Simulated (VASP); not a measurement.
Set up this calculation in VASP 6.6.1, as the native input.

```
Task                   : single point
Functional             : r2SCAN
Potentials or basis    : VASP PAW PBE potentials, release 64 (Re_sv_GW)
Cutoff                 : 550 eV
k mesh                 : 10 × 10 × 13
Occupations            : fermi-dirac, width 0.1 eV
Spin                   : no spin polarisation
Dipole correction      : no
Further INCAR settings : ALGO = Normal; EDIFF = 1e-06; NBANDS = 30
```

The system is Re.

```
CELL_PARAMETERS angstrom
4.23603 0.00000 0.00000
-2.11801 3.66851 0.00000
0.00000 0.00000 2.65214
ATOMIC_POSITIONS crystal
Re 0.00000 0.00000 0.00000
Re 0.33333 0.66667 0.50000
Re 0.66667 0.33333 0.50000
```

This isn't the form of Re at room conditions, which is hcp.

The input as run:

POSCAR

```
Re
1.0
    4.2360282288      0.0000000000      0.0000000000
   -2.1180141144      3.6685080573      0.0000000000
    0.0000000000      0.0000000000      2.6521403713
Re
3
Direct
    1.0000000000      1.0000000000      0.0000000000
    0.3333333333      0.6666666667      0.5000000000
    0.6666666667      0.3333333333      0.5000000000
```

INCAR.step1

```
SYSTEM = Re
PREC     = Accurate       ! precision mode
ENCUT    = 550            ! plane-wave cutoff, eV
ISMEAR   = -1             ! smearing method
SIGMA    = 0.1            ! smearing width, eV
LREAL    = .FALSE.        ! projectors in reciprocal space
LASPH    = .TRUE.         ! aspherical terms in the spheres
NELM     = 120            ! most SCF steps
NBANDS   = 30             ! bands
GGA      = PE             ! functional
ALGO     = Normal         ! electronic algorithm
EDIFF    = 1E-5           ! SCF threshold, eV
LWAVE    = .TRUE.         ! write WAVECAR
LCHARG   = .FALSE.        ! write CHGCAR
GGA_COMPAT= .FALSE.
```

INCAR.step2

```
SYSTEM = Re
PREC     = Accurate       ! precision mode
ENCUT    = 550            ! plane-wave cutoff, eV
EDIFF    = 1E-6           ! SCF threshold, eV
ISMEAR   = -1             ! smearing method
SIGMA    = 0.1            ! smearing width, eV
LREAL    = .FALSE.        ! projectors in reciprocal space
LASPH    = .TRUE.         ! aspherical terms in the spheres
NELM     = 120            ! most SCF steps
ALGO     = Normal         ! electronic algorithm
ISIF     = 2              ! what is computed and relaxed
LWAVE    = .FALSE.        ! write WAVECAR
LCHARG   = .FALSE.        ! write CHGCAR
METAGGA  = R2SCAN         ! meta-GGA
LMIXTAU  = .TRUE.       
NBANDS   = 30             ! bands
ISTART   = 1            
GGA_COMPAT= .FALSE.
```

KPOINTS

```
Automatic mesh
0
G
  10 10 13
  0 0 0
```

Potentials or basis: VASP PAW PBE potentials, release 64 (Re_sv_GW).

The run is started by

```sh
$ cat potpaw_PBE.64/Re_sv_GW/POTCAR > POTCAR
$ cp INCAR.step1 INCAR
$ mpirun -np 1 vasp_std > vasp.out
$ cp INCAR.step2 INCAR
$ mpirun -np 1 vasp_std > vasp.out
```

Results of the run:

```
Pressure               : 34.9 GPa
Band gap on the k mesh : zero (an odd number of electrons rules out a gap without spin polarisation)
```

Caveat: the cell stands under pressure; the PAW data sets were made with another functional, which shifts forces and pressure a little; spin-orbit coupling is left out, which moves the levels of the heavy elements.

It took 6.4 min on 1 thread of AMD EPYC 7R13 Processor (Zen 3) (shared host), peak memory 0.22 GiB.
